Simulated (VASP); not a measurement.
Here is a VASP 6.6.1 calculation.

INCAR

```
PREC = Accurate ; ENCUT = 500
EDIFF = 1E-6 ; ISMEAR = -1
SIGMA = 0.1 ; LREAL = False
LASPH = True ; NELM = 120
ALGO = Normal ; ISIF = 2
LWAVE = False ; LCHARG = True
GGA = PE ; LELF = True
LVHAR = True ; NBANDS = 17
GGA_COMPAT = False
```

The input KPOINTS:

```
regular mesh
0
Gamma
  8 8 8
```

Contents of POSCAR:

```
TlCl
1.0
    3.9000000000      0.0000000000      0.0000000000
    0.0000000000      3.9000000000      0.0000000000
    0.0000000000      0.0000000000      3.9000000000
Tl Cl
1 1
Direct
    0.0051282051      0.0000000000      0.0000000000
    0.5000000000      0.5000000000      0.5000000000
```

Potentials or basis: VASP PAW PBE potentials, release 64 (Tl_d, Cl).

The run is started by

```console
$ cat potpaw_PBE.64/Tl_d/POTCAR potpaw_PBE.64/Cl/POTCAR > POTCAR
$ mpirun -np 1 vasp_std > vasp.out
```

Question: Estimate the band gap on the k mesh.

Answer: 2.20 eV.

Question: Predict the pressure.

Answer: -0.1 GPa.

Caveat: spin-orbit coupling is left out, which moves the levels of the heavy elements. A k mesh can miss the band edges.
